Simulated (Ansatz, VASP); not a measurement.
## One calculation of BN, two programs

Contents of INCAR:

```
SYSTEM = BN
PREC = Accurate
ENCUT = 520
EDIFF = 1E-6
ISMEAR = 0
SIGMA = 0.02
LREAL = .False.
LASPH = .True.
NELM = 100
ALGO = Normal
ISIF = 2
LWAVE = .False.
LCHARG = .False.
GGA = PS
NBANDS = 11
```

KPOINTS

```
regular mesh
0
Gamma
  12 12 12
  0 0 0
```

File POSCAR:

```
BN
1.0
    0.0000000000      1.8028454624      1.8028454624
    1.8028454624      0.0000000000      1.8028454624
    1.8028454624      1.8028454624      0.0000000000
B N
1 1
Direct
    0.0000000000      0.0000000000      0.0000000000
    0.7500000000      0.7500000000      0.7500000000
```

Input for Ansatz:

```yaml
crystal:
  lattice:
    - [0.0, 1.8028454624, 1.8028454624]
    - [1.8028454624, 0.0, 1.8028454624]
    - [1.8028454624, 1.8028454624, 0.0]
  atoms:
    - { symbol: B, position: [0.0, 0.0, 0.0] }
    - { symbol: "N", position: [0.75, 0.75, 0.75] }
basis:
  ecutwfc: 420
kpoints:
  mp_grid: { grid: [12, 12, 12] }
hamiltonian:
  xc: pbesol
scf:
  occupations: { method: gaussian, width: 0.02 }
output:
  eigenvalues: true
  states_by_energy: {}
checkpoint:
  read: start.run
  write: ck
  compress: false
  write_wavefunctions: false
  write_every: 100000
```

Alike in both runs: task single point; functional PBEsol; k mesh 12 × 12 × 12; occupations gaussian, width 0.02 eV; no spin polarisation.

|  | VASP | Ansatz |
| --- | --- | --- |
| version | VASP 6.6.1 | Ansatz 0.2.0 |
| potentials or method | VASP PAW PBE potentials, release 64 (B, N), cutoff 520 eV | scalar-relativistic, plane waves, PAW |
| valence electrons in the cell | 8 | 8 |

```tsv
	VASP	Ansatz	Ansatz less VASP
gap on the k mesh at the Fermi level (eV)	4.28	4.30	+0.013
least direct gap on the mesh (eV)	8.80	8.81	+0.009
```

VASP's potentials were made for PBE, not for PBEsol.
